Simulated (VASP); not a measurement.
Input of a VASP 6.6.1 run:

INCAR

```
PREC = Accurate ; ENCUT = 520
EDIFF = 1E-6 ; ISMEAR = -1
SIGMA = 0.1 ; LREAL = F
LASPH = T ; NELM = 80
ALGO = Normal ; ISIF = 2
LWAVE = F ; LCHARG = F
GGA = PE ; NBANDS = 16
```

KPOINTS

```
regular mesh
0
Gamma
  11 11 9
```

Contents of POSCAR:

```
TiB2
1.0
    3.1458206267      0.0000000000      0.0000000000
   -1.5729103133      2.7243604194      0.0000000000
    0.0000000000      0.0000000000      3.3526895917
Ti B
1 2
Direct
    0.0000000000      0.0000000000      0.0000000000
    0.3333333333      0.6666666667      0.5000000000
    0.6666666667      0.3333333333      0.5000000000
```

Potentials or basis: VASP PAW PBE potentials, release 64 (Ti_sv, B).

The run is started by

```sh
$ cat potpaw_PBE.64/Ti_sv/POTCAR potpaw_PBE.64/B/POTCAR > POTCAR
$ mpirun -np 1 vasp_std > vasp.out
```

Task: Predict the pressure.

Result: -22.9 GPa.

Task: Predict the band gap on the k mesh.

Result: Zero (band 9 reaches 8.94 eV, above the bottom of band 10 at 8.57 eV).

Stress tensor (GPa, compression positive):
```
-24.41   0.00   0.00
  0.00 -24.41   0.00
  0.00   0.00 -19.81
```
